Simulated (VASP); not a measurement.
**BN: single point with r2SCAN**

BN:

```
B N
1.0
     2.50399    0.00000    0.00000
    -1.25200    2.16852    0.00000
     0.00000    0.00000    6.66120
B N
2 2
Direct
  0.33333 0.66667 0.25000
  0.66667 0.33333 0.75000
  0.29492 0.64746 0.75000
  0.66667 0.33333 0.25000
```

This cell differs from its parent crystal: atom 3 (N) moved +0.083 Å towards its neighbour atom 2 (B) at 1.446 Å.

```
Program                : VASP 6.6.1
Task                   : single point
Functional             : r2SCAN
Potentials or basis    : VASP PAW PBE potentials, release 64 (B, N)
Cutoff                 : 520 eV
k mesh                 : 12 × 12 × 4
Occupations            : gaussian, width 0.05 eV
Spin                   : no spin polarisation
Dipole correction      : no
Further INCAR settings : ALGO = Normal; EDIFF = 1e-07; NBANDS = 16
```

- Pressure: 1.2 GPa
- Largest force: 3.934 eV/Å
- Band gap on the k mesh: 4.73 eV, indirect (least direct gap 5.14 eV)

Forces in eV/Å, atoms in the order of the input:
```
B   -0.001  0.000  0.000
B   -3.398 -1.962  0.000
N    3.407  1.967  0.000
N   -0.008 -0.005  0.000
```

Stress tensor (GPa, compression positive):
```
 4.12  4.47  0.00
 4.47 -1.05  0.00
 0.00  0.00  0.57
```

Levels at points of the mesh, in eV from the valence-band top:
```
           k point  band 4  band 5  band 6  band 7  band 8  band 9  band 10  band 11  band 12  band 13
(0.00, 0.00, 0.00)   -4.21   -2.32   -1.34   -1.34   -0.34    5.61    11.04    11.13    12.35    12.36
(0.50, 0.00, 0.00)   -9.23   -4.26   -3.75   -1.26   -0.39    4.74     5.92    10.29    10.76    13.18
(0.00, 0.50, 0.00)   -9.11   -4.45   -4.25   -1.55   -0.48    4.93     6.60    10.04    10.57    13.32
(0.00, 0.00, 0.50)   -5.41   -2.31   -1.34   -1.34   -0.34    8.09     8.09    11.13    12.36    12.36
(0.50, 0.00, 0.50)   -9.23   -4.26   -3.75   -0.92   -0.64    4.78     5.34    10.64    10.81    14.19
(0.00, 0.50, 0.50)   -9.13   -4.45   -4.26   -1.09   -0.92    5.35     5.69    10.35    10.62    14.29
```

Run time: 2.9 min on 1 thread of Intel(R) Xeon(R) Platinum 8488C (Sapphire Rapids) (shared host), peak memory 0.19 GiB.

Caveat: the cell differs from its parent crystal (atom 3 (N) moved +0.083 Å towards its neighbour atom 2 (B) at 1.446 Å); the PAW data sets were made with another functional, which shifts forces and pressure a little. A k mesh can miss the band edges.
